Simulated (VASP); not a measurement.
A run of VASP 6.6.1 is set up as follows.

Contents of INCAR:

```
PREC = Accurate
ENCUT = 520
EDIFF = 1E-6
ISMEAR = -1
SIGMA = 0.1
LREAL = F
LASPH = T
NELM = 80
ALGO = Normal
ISIF = 2
LWAVE = F
LCHARG = F
GGA = PE
NBANDS = 15
```

The input KPOINTS:

```
regular mesh
0
Gamma
  16 16 16
```

The input POSCAR:

```
TaN
1.0
    2.4293273742      0.0000000000      0.0000000000
    0.0000000000      2.4293273742      0.0000000000
    0.0000000000      0.0000000000      2.4293273742
Ta N
1 1
Direct
    0.0000000000      0.0000000000      0.0000000000
    0.5000000000      0.5000000000      0.5000000000
```

Potentials or basis: VASP PAW PBE potentials, release 64 (Ta_pv, N).

Command:

```console
$ cat potpaw_PBE.64/Ta_pv/POTCAR potpaw_PBE.64/N/POTCAR > POTCAR
$ mpirun -np 1 vasp_std > vasp.out
```

(1) What does it give for the pressure?

(2) Estimate the band gap on the k mesh.

## Answers

(1) 265.9 GPa.

(2) zero (band 8 reaches 23.89 eV, above the bottom of band 9 at 10.76 eV).

Caveat: spin-orbit coupling is left out, which moves the levels of the heavy elements.
